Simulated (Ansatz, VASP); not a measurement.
This is a calculation of Na for VASP 6.6.1.

Contents of INCAR:

```
PREC = Accurate ; ENCUT = 500
EDIFF = 1E-6 ; ISMEAR = -1
SIGMA = 0.05 ; LREAL = F
LASPH = T ; NELM = 200
ALGO = Normal ; ISIF = 2
LWAVE = F ; LCHARG = F
ISPIN = 2 ; MAGMOM = 0.5
LORBIT = 11 ; GGA = LIBXC
LIBXC1 = GGA_X_B88 ; LIBXC2 = GGA_C_PBE
NBANDS = 14 ; GGA_COMPAT = F
```

Contents of KPOINTS:

```
Automatic mesh
0
Gamma
  9 9 9
```

POSCAR

```
Na
1.0
   -2.1691742836      2.1691742836      2.1691742836
    2.1691742836     -2.1691742836      2.1691742836
    2.1691742836      2.1691742836     -2.1691742836
Na
1
Direct
    0.0000000000      0.0000000000      0.0000000000
```

Potentials or basis: VASP PAW PBE potentials, release 64 (Na_pv).

Launch:

```console
$ cat potpaw_PBE.64/Na_pv/POTCAR > POTCAR
$ mpirun -np 1 vasp_std > vasp.out
```

Translate it to Ansatz 0.2.0. Potentials there: all-electron LAPW, scalar-relativistic.

As run (the cutoff follows the program's own potentials):

Contents of input.yaml:

```yaml
crystal:
  lattice:
    - [-2.1691742836, 2.1691742836, 2.1691742836]
    - [2.1691742836, -2.1691742836, 2.1691742836]
    - [2.1691742836, 2.1691742836, -2.1691742836]
  atoms:
    - { symbol: Na, position: [0.0, 0.0, 0.0], spin: 0.5 }
kpoints:
  mp_grid: { grid: [9, 9, 9] }
scf:
  occupations: { method: fermi_dirac, width: 0.05 }
hamiltonian:
  xc: { exchange: b88, correlation: pbe }
  pseudopotentials: { kind: all_electron, lapw: { basis_error: 0.002 } }
magnetization:
  spin_polarized: true
output:
  forces: true
  stress: true
  eigenvalues: true
```

Potentials or basis: all-electron LAPW, scalar-relativistic.

The run is started by

```bash
$ ansatz run input.yaml --threads 1 --pin off --max-ram 2560MiB --backend cpu --events-out ev --progress --plain --runs-dir out
```

Both were run:

|  | VASP | Ansatz | Ansatz less VASP |
| --- | --- | --- | --- |
| gap on the k mesh at the Fermi level (eV) | none | none | - |
| pressure (GPa) | -0.4 | -0.4 | +0.02 |
| net moment per atom (μB) | 0.00 | 0.00 | 0.000 |

VASP's potentials were made for PBE, not for b88 exchange, pbe correlation. A gap of «none» marks a metal or a gap that the smearing closes. Ansatz ran all-electron here, and VASP with PAW potentials.
